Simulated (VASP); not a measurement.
# BaTiO3 (Amm2) in VASP: further runs

BaTiO3 is run at these levels: r2SCAN, PBE+U; tasks: single point.

Program: VASP 6.6.1. These are calculated values, not measurements. Logs are shortened: lines on timing, memory, paths and dates and some standing lists are left out, and cuts for length are marked.

**1. The cell of the first run**

Symmetry: Amm2, No. 38, orthorhombic system. Conventional cell: a = 3.984 Å, b = 5.674 Å, c = 5.692 Å, α = 90.00°, β = 90.00°, γ = 90.00°. Ba (site symmetry mm2) has 12 O at 2.80 to 2.89 Å and 8 Ti at 3.44 to 3.51 Å within 3.7 Å. Ti (site symmetry mm2) has 6 O at 1.95 to 2.07 Å within 2.6 Å. Within 2.6 Å of O (site symmetry mm2) lie 2 Ti at 1.99 Å. Within 2.6 Å of O (site symmetry m) lie 2 Ti at 1.95 to 2.07 Å.

**2. Single point, r2SCAN**

Contents of POSCAR:

```
BaTiO3
1.0
    3.9841000000      0.0000000000      0.0000000000
    0.0000000000      2.8370500000      2.8458000000
    0.0000000000     -2.8370500000      2.8458000000
Ba Ti O
1 1 3
Direct
    0.0000000000      0.0000000000      0.0000000000
    0.5000000000      0.5079000000      0.5079000000
    0.0000000000      0.4921000000      0.4921000000
    0.5000000000      0.5025100000      0.9937100000
    0.5000000000      0.9937100000      0.5025100000
```

Contents of INCAR.step1:

```
SYSTEM = BaTiO3
PREC = Accurate
ENCUT = 520
ISMEAR = 0
SIGMA = 0.02
LREAL = .FALSE.
LASPH = .TRUE.
NELM = 60
NBANDS = 28
GGA = PE
ALGO = Normal
EDIFF = 1E-4
LWAVE = .TRUE.
LCHARG = .FALSE.
```

Contents of INCAR.step2:

```
SYSTEM = BaTiO3
PREC = Accurate
ENCUT = 520
EDIFF = 1E-7
ISMEAR = 0
SIGMA = 0.02
LREAL = .FALSE.
LASPH = .TRUE.
NELM = 60
ALGO = Normal
ISIF = 2
LWAVE = .FALSE.
LCHARG = .TRUE.
METAGGA = R2SCAN
LMIXTAU = .TRUE.
LELF = .TRUE.
LVHAR = .TRUE.
NBANDS = 28
ISTART = 1
```

Contents of KPOINTS:

```
Automatic mesh
0
G
  8 8 8
  0 0 0
```

Potentials or basis: VASP PAW PBE potentials, release 64 (Ba_sv, Ti_sv, O).

Command:

```
cat potpaw_PBE.64/Ba_sv/POTCAR potpaw_PBE.64/Ti_sv/POTCAR potpaw_PBE.64/O/POTCAR > POTCAR
cp INCAR.step1 INCAR
mpirun -np 1 vasp_std > vasp.out
cp INCAR.step2 INCAR
mpirun -np 1 vasp_std > vasp.out
```

OUTCAR:

```text
SYSTEM = BaTiO3
   PREC = Accurate
   ENCUT = 520
   EDIFF = 1E-7
   ISMEAR = 0
   LREAL = .FALSE.
   LASPH = .TRUE.
   NELM = 60
   ISIF = 2
   METAGGA = R2SCAN
   ISTART = 1

 ion  position               nearest neighbor table
   1  0.000  0.000  0.000-   3 2.80   4 2.82   5 2.82   4 2.82   5 2.82   4 2.84   5 2.84   5 2.84
                             4 2.84   3 2.84   3 2.84   3 2.89   2 3.44   2 3.44   2 3.47   2 3.47
   2  0.500  0.508  0.508-   4 1.95   5 1.95   3 1.99   3 1.99   5 2.07   4 2.07   1 3.44   1 3.44
                             1 3.47   1 3.47   1 3.47   1 3.47   1 3.51   1 3.51
   3  0.000  0.492  0.492-   2 1.99   2 1.99   1 2.80   1 2.84   1 2.84   1 2.89
   4  0.500  0.503  0.994-   2 1.95   2 2.07   1 2.82   1 2.82   1 2.84   1 2.84
   5  0.500  0.994  0.503-   2 1.95   2 2.07   1 2.82   1 2.82   1 2.84   1 2.84

  LATTYP: Found a base centered orthorhombic cell.
 ALAT       =     5.6741000000
 B/A-ratio  =     1.0030841896
 C/A-ratio  =     0.7021554079

  Lattice vectors:

 A1 = (   0.0000000000,   2.8370500000,  -2.8458000000)
 A2 = (   0.0000000000,   2.8370500000,   2.8458000000)
 A3 = (   3.9841000000,   0.0000000000,   0.0000000000)

Analysis of symmetry for initial positions (statically):
=====================================================================
 Subroutine PRICEL returns:
 Original cell was already a primitive cell.

 Routine SETGRP: Setting up the symmetry group for a
 base centered orthorhombic supercell.

 Subroutine GETGRP returns: Found  4 space group operations
 (whereof  4 operations were pure point group operations)
 out of a pool of  8 trial point group operations.

The static configuration has the point symmetry C_2v.

Analysis of symmetry for dynamics (positions and initial velocities):
=====================================================================
 Subroutine PRICEL returns:
 Original cell was already a primitive cell.

 Routine SETGRP: Setting up the symmetry group for a
 base centered orthorhombic supercell.

 Subroutine GETGRP returns: Found  4 space group operations
 (whereof  4 operations were pure point group operations)
 out of a pool of  8 trial point group operations.

The dynamic configuration has the point symmetry C_2v.

 Subroutine INISYM returns: Found  4 space group operations
 (whereof  4 operations are pure point group operations),
 and found     1 'primitive' translations

----------------------------------------------------------------------------------------

                                     Primitive cell

  volume of cell :      64.3327

  direct lattice vectors                    reciprocal lattice vectors
     3.984100000  0.000000000  0.000000000     0.250997716  0.000000000  0.000000000
     0.000000000  2.837050000  2.845800000     0.000000000  0.176239404  0.175697519
     0.000000000 -2.837050000  2.845800000     0.000000000 -0.176239404  0.175697519

  length of vectors
     3.984100000  4.018386535  4.018386535     0.250997716  0.248857280  0.248857280

  position of ions in fractional coordinates (direct lattice)
     0.000000000  0.000000000  0.000000000
     0.500000000  0.507900000  0.507900000
     0.000000000  0.492100000  0.492100000
     0.500000000  0.502510000  0.993710000
     0.500000000  0.993710000  0.502510000

  ion indices of the primitive-cell ions
   primitive index   ion index
                 1           1
                 2           2
                 3           3
                 4           4
                 5           5

----------------------------------------------------------------------------------------

 KPOINTS: Automatic mesh

Automatic generation of k-mesh.
 Grid dimensions read from file:
 generate k-points for:    8    8    8

 Generating k-lattice:

  Cartesian coordinates                     Fractional coordinates (reciprocal lattice)
     0.031374714  0.000000000  0.000000000     0.125000000  0.000000000  0.000000000
     0.000000000  0.022029925  0.021962190     0.000000000  0.125000000  0.000000000
     0.000000000 -0.022029925  0.021962190     0.000000000  0.000000000  0.125000000

  Length of vectors
     0.031374714  0.031107160  0.031107160

  Shift w.r.t. Gamma in fractional coordinates (k-lattice)
     0.000000000  0.000000000  0.000000000

 Subroutine IBZKPT returns following result:
 ===========================================

 Found    105 irreducible k-points:

 Following reciprocal coordinates:
            Coordinates               Weight
  0.000000  0.000000  0.000000      1.000000
  0.125000  0.000000  0.000000      2.000000
  0.250000  0.000000  0.000000      2.000000
  0.375000  0.000000  0.000000      2.000000
  0.500000  0.000000  0.000000      1.000000
  0.000000  0.125000  0.000000      4.000000
[... 16 lines left out ...]
  0.250000  0.500000  0.000000      4.000000
  0.375000  0.500000  0.000000      4.000000
 [... further k-points ...]
   k-points           NKPTS =    105   k-points in BZ     NKDIM =    105   number of bands    NBANDS=     28
   number of dos      NEDOS =    301   number of ions     NIONS =      5
   total plane-waves  NPLWV =  27000
   dimension x,y,z NGX =    30 NGY =   30 NGZ =   30
   dimension x,y,z NGXF=    60 NGYF=   60 NGZF=   60
   ions per type =               1   1   3
   NGX,Y,Z   is equivalent  to a cutoff of  12.52, 12.41, 12.41 a.u.
   NGXF,Y,Z  is equivalent  to a cutoff of  25.04, 24.82, 24.82 a.u.
 SYSTEM =  BaTiO3
   PREC   = accura    normal or accurate (medium, high low for compatibility)
   ISTART =      1    job   : 0-new  1-cont  2-samecut
   ICHARG =      0    charge: 1-file 2-atom 10-const
   ISPIN  =      1    spin polarized calculation?
   LNONCOLLINEAR =      F non collinear calculations
   LSORBIT =      F    spin-orbit coupling
   LASPH  =      T    aspherical Exc in radial PAW
   ENCUT  =  520.0 eV  38.22 Ry    6.18 a.u.   7.41  7.47  7.47*2*pi/ulx,y,z
   NELM   =     60;   NELMIN=  2; NELMDL=  0     # of ELM steps
   EDIFF  = 0.1E-06   stopping-criterion for ELM
   LREAL  =      F    real-space projection
   EDIFFG = 0.1E-05   stopping-criterion for IOM
   NSW    =      0    number of steps for IOM
   IBRION =     -1    ionic relax: 0-MD 1-quasi-New 2-CG
   NFREE  =      0    steps in history (QN), initial steepest desc. (CG)
   ISIF   =      2    stress and relaxation
   ISYM   =      2    0-nonsym 1-usesym 2-fastsym
   POTIM  = 0.5000    time-step for ionic-motion
   TEBEG  =    0.0;   TEEND  =   0.0 temperature during run
   PSTRESS=    0.0 pullay stress
   NELECT =      40.0000    total number of electrons
   NUPDOWN=      -1.0000    fix difference up-down
   EMIN   =  10.00;   EMAX   =-10.00  energy-range for DOS
   EFERMI =   0.00;   METHOD = LEGACY
   ISMEAR =     0;   SIGMA  =   0.02  broadening in eV -4-tet -1-fermi 0-gaus
   EFERMI_NEDOS =   21; number of points for ismear=-14 and -15
   IALGO  =     38    algorithm
   IMIX   =      4    mixing-type and parameters
     AMIX     =   0.40;   BMIX     =  1.00
     AMIX_MAG =   1.60;   BMIX_MAG =  1.00
  volume/ion in A,a.u.               =      12.87        86.83
  Fermi-wavevector in a.u.,A,eV,Ry     =   1.397283  2.640482 26.564002  1.952399
  Thomas-Fermi vector in A             =   2.520554
   LORBIT       =      0    0 simple, 1 ext, 2 COOP (PROOUT), +10 PAW based schemes
   METAGGA = R2SCAN    functional components
   LHFCALC =     F    Hartree Fock is set to
   AEXX    =    0.0000 exact exchange contribution
   IVDW    =     0    specifies the selected vdW correction
   LEPSILON=     F    determine dielectric tensor
   LRPA    =     F    only Hartree local field effects (RPA)
 non-spin polarized calculation
 Gauss-broadening in eV      SIGMA  =   0.02
  energy-cutoff  :      520.00
  volume of cell :       64.33
 maximum number of plane-waves:      1761
 NGX is ok and might be reduce to    30
   NGX = 15   NGY = 15   NGZ = 15

 number of electron      39.9999994 magnetization

 Free energy of the ion-electron system (eV)
  ---------------------------------------------------
  ext. energy  EPLUGINS =         0.00000000
  ---------------------------------------------------
  free energy    TOTEN  =       -74.23724427 eV

  energy without entropy =      -74.23724427  energy(sigma->0) =      -74.23724427

 E-fermi :   3.6380     XC(G=0): -11.8982

 val. band max:        3.5075423952   @ k =   0.5000   0.5000   0.5000
 cond. band min:       5.6887207284   @ k =   0.0000   0.0000   0.0000
 fundamental gap:      2.1811783332
 Fermi energy:         3.6379699429

 k-point     1 :       0.0000    0.0000    0.0000
  band No.  band energies     occupation
      1     -55.3491      2.00000
      2     -30.5131      2.00000
      3     -30.5110      2.00000
      4     -30.5072      2.00000
      5     -21.9783      2.00000
      6     -14.3482      2.00000
[... 20 lines left out ...]
     27       9.1478      0.00000
     28      11.7660      0.00000

 k-point     2 :       0.1250    0.0000    0.0000
  band No.  band energies     occupation
      1     -55.3489      2.00000
      2     -30.5163      2.00000
      3     -30.5128      2.00000
      4     -30.5107      2.00000
      5     -21.9595      2.00000
      6     -14.3493      2.00000
[... 20 lines left out ...]
     27       9.4455      0.00000
     28      12.1466      0.00000

 k-point     3 :       0.2500    0.0000    0.0000
  band No.  band energies     occupation
      1     -55.3485      2.00000
      2     -30.5378      2.00000
      3     -30.5121      2.00000
      4     -30.5099      2.00000
      5     -21.9133      2.00000
      6     -14.4046      2.00000
[... 20 lines left out ...]
     27      10.2337      0.00000
     28      12.5095      0.00000

 k-point     4 :       0.3750    0.0000    0.0000
  band No.  band energies     occupation
      1     -55.3481      2.00000
      2     -30.5593      2.00000
      3     -30.5113      2.00000
      4     -30.5092      2.00000
      5     -21.8660      2.00000
      6     -14.5067      2.00000
[... 578 lines left out ...]
     27      12.0135      0.00000
     28      12.6323      0.00000

 k-point    23 :       0.2500    0.5000    0.0000
  band No.  band energies     occupation
      1     -55.3474      2.00000
      2     -30.5655      2.00000
      3     -30.5353      2.00000
      4     -30.5091      2.00000
      5     -21.8114      2.00000
      6     -14.3175      2.00000
[... 20 lines left out ...]
     27      12.7901      0.00000
     28      12.8706      0.00000

 k-point    24 :       0.3750    0.5000    0.0000
  band No.  band energies     occupation
      1     -55.3470      2.00000
      2     -30.5643      2.00000
      3     -30.5563      2.00000
      4     -30.5084      2.00000
      5     -21.7812      2.00000
      6     -14.1117      2.00000
[... 20 lines left out ...]
     27      12.2123      0.00000
     28      13.8108      0.00000

 [... further k-points ...]

------------------------ aborting loop because EDIFF is reached ----------------------------------------

  FORCE on cell =-STRESS in cart. coord.  units (eV):
  Direction    XX          YY          ZZ          XY          YZ          ZX
  --------------------------------------------------------------------------------------
  -------------------------------------------------------------------------------------
  Total        0.5428787      0.2566321     -0.0469591      0.0000000      0.0000000      0.0000000
  in kB       13.5201594      6.3913123     -1.1694965      0.0000000      0.0000000      0.0000000
  external PRESSURE =       6.2473251 kB  Pullay stress =       0.0000000 kB

 VOLUME and BASIS-vectors are now :
 -----------------------------------------------------------------------------
  energy-cutoff  :      520.00
  volume of cell :       64.33
      direct lattice vectors                 reciprocal lattice vectors
     3.984100000  0.000000000  0.000000000     0.250997716  0.000000000  0.000000000
     0.000000000  2.837050000  2.845800000     0.000000000  0.176239404  0.175697519
     0.000000000 -2.837050000  2.845800000     0.000000000 -0.176239404  0.175697519

 POSITION                                       TOTAL-FORCE (eV/Angst)
 -----------------------------------------------------------------------------------
      0.00000      0.00000      0.00000         0.000000      0.000000      0.090644
      1.99205      0.00000      2.89076         0.000000      0.000000      0.158495
      0.00000      0.00000      2.80084         0.000000      0.000000      0.130135
      1.99205     -1.39356      4.25794         0.000000      0.005530     -0.189638
      1.99205      1.39356      4.25794         0.000000     -0.005530     -0.189638
 -----------------------------------------------------------------------------------
    total drift:                                0.000000     -0.000000      0.005495

  FREE ENERGIE OF THE ION-ELECTRON SYSTEM (eV)
  ---------------------------------------------------
  free  energy   TOTEN  =       -74.2372442708 eV

  energy  without entropy=      -74.2372442708  energy(sigma->0) =      -74.23724427
```

Run time: 9.2 min. Hardware: 1 thread of Intel Xeon Platinum 8488C (Sapphire Rapids), shared host; peak memory 0.32 GiB.

Results:

```
Free energy            : -74.2372 eV
Pressure               : 0.6 GPa
Largest force          : 0.190 eV/Å
Band gap on the k mesh : 2.18 eV (least direct gap 2.37 eV)
```

Forces in eV/Å, atoms in the order of the input:
```
Ba   0.000  0.000  0.091
Ti   0.000  0.000  0.158
O    0.000  0.000  0.130
O    0.000  0.006 -0.190
O    0.000 -0.006 -0.190
```

Stress tensor (GPa, compression positive):
```
 1.35  0.00  0.00
 0.00  0.64  0.00
 0.00  0.00 -0.12
```

Levels at points of the mesh, in eV from the valence-band top:
| k point | band 17 | band 18 | band 19 | band 20 | band 21 | band 22 | band 23 | band 24 |
| --- | --- | --- | --- | --- | --- | --- | --- | --- |
| (0.00, 0.00, 0.00) | -1.12 | -0.25 | -0.22 | -0.19 | 2.18 | 2.20 | 2.28 | 4.20 |
| (0.50, 0.00, 0.00) | -1.84 | -1.79 | -0.82 | -0.78 | 2.35 | 3.88 | 3.92 | 4.19 |
| (0.00, 0.50, 0.00) | -1.81 | -1.72 | -0.80 | -0.76 | 2.37 | 3.85 | 3.86 | 4.24 |
| (0.50, 0.50, 0.00) | -1.78 | -0.88 | -0.88 | -0.09 | 3.86 | 3.91 | 4.32 | 5.06 |
| (0.00, 0.50, 0.50) | -1.76 | -0.94 | -0.92 | -0.12 | 3.86 | 3.88 | 4.29 | 5.16 |
| (0.50, 0.50, 0.50) | -2.39 | -0.03 | 0.00 | 0.00 | 4.53 | 4.54 | 4.56 | 7.35 |

Caveat: the PAW data sets were made with another functional, which shifts forces and pressure a little; spin-orbit coupling is left out, which moves the levels of the heavy elements. A k mesh can miss the band edges.

**3. Single point, PBE+U**

Contents of INCAR:

```
PREC     = Accurate       # precision mode
ENCUT    = 520            # plane-wave cutoff, eV
EDIFF    = 1E-6           # SCF threshold, eV
ISMEAR   = 0              # smearing method
SIGMA    = 0.05           # smearing width, eV
LREAL    = False          # projectors in reciprocal space
LASPH    = True           # aspherical terms in the spheres
NELM     = 150            # most SCF steps
ALGO     = Normal         # electronic algorithm
ISIF     = 2              # what is computed and relaxed
LWAVE    = False          # write WAVECAR
LCHARG   = False          # write CHGCAR
LMAXMIX  = 4              # l up to which the mixer works
LDAU     = True           # DFT+U
LDAUTYPE = 2            
LDAUL    = -1 2 -1        # shell
LDAUU    = 0 4 0          # U, eV
LDAUJ    = 0 0 0        
LDAUPRINT= 1            
GGA      = PE             # functional
NBANDS   = 28             # bands
```

Contents of KPOINTS:

```
Automatic mesh
0
Gamma
  8 8 8
```

POSCAR is that of step 2.

Potentials or basis: VASP PAW PBE potentials, release 64 (Ba_sv, Ti_sv, O).

Command:

```
cat potpaw_PBE.64/Ba_sv/POTCAR potpaw_PBE.64/Ti_sv/POTCAR potpaw_PBE.64/O/POTCAR > POTCAR
mpirun -np 1 vasp_std > vasp.out
```

Run time: 2.6 min. Hardware: 1 thread of Intel Xeon Platinum 8488C (Sapphire Rapids), shared host; peak memory 0.3 GiB.

Results (log left out):

- Free energy: -37.2863 eV
- Pressure: 6.9 GPa
- Largest force: 0.247 eV/Å
- Band gap on the k mesh: 2.26 eV (least direct gap 2.47 eV)

Forces on the atoms (eV/Å):
```
Ba   0.000  0.000  0.096
Ti   0.000  0.000 -0.247
O    0.000  0.000  0.112
O    0.000 -0.187  0.019
O    0.000  0.187  0.019
```

Stress tensor (GPa, compression positive):
```
7.63 0.00 0.00
0.00 6.86 0.00
0.00 0.00 6.12
```

Levels at points of the mesh, in eV from the valence-band top:
```tsv
k point	band 17	band 18	band 19	band 20	band 21	band 22	band 23	band 24
(0.00, 0.00, 0.00)	-1.11	-0.26	-0.24	-0.22	2.26	2.27	2.34	3.96
(0.50, 0.00, 0.00)	-1.77	-1.74	-0.85	-0.81	2.46	3.95	3.95	3.98
(0.00, 0.50, 0.00)	-1.73	-1.67	-0.83	-0.79	2.47	3.92	3.93	3.99
(0.50, 0.50, 0.00)	-1.88	-0.89	-0.88	-0.09	3.94	3.98	4.38	4.71
(0.00, 0.50, 0.50)	-1.85	-0.94	-0.92	-0.12	3.93	3.96	4.35	4.81
(0.50, 0.50, 0.50)	-2.28	-0.03	0.00	0.00	4.59	4.60	4.62	6.61
```

Eigenvalues of the final occupation matrices:
```tsv
site	spin	trace	eigenvalues
site 2 d	1	0.79	0.10 0.10 0.11 0.24 0.24
site 2 d	2	0.79	0.10 0.10 0.11 0.24 0.24
```

Caveat: the cell stands under pressure; spin-orbit coupling is left out, which moves the levels of the heavy elements.
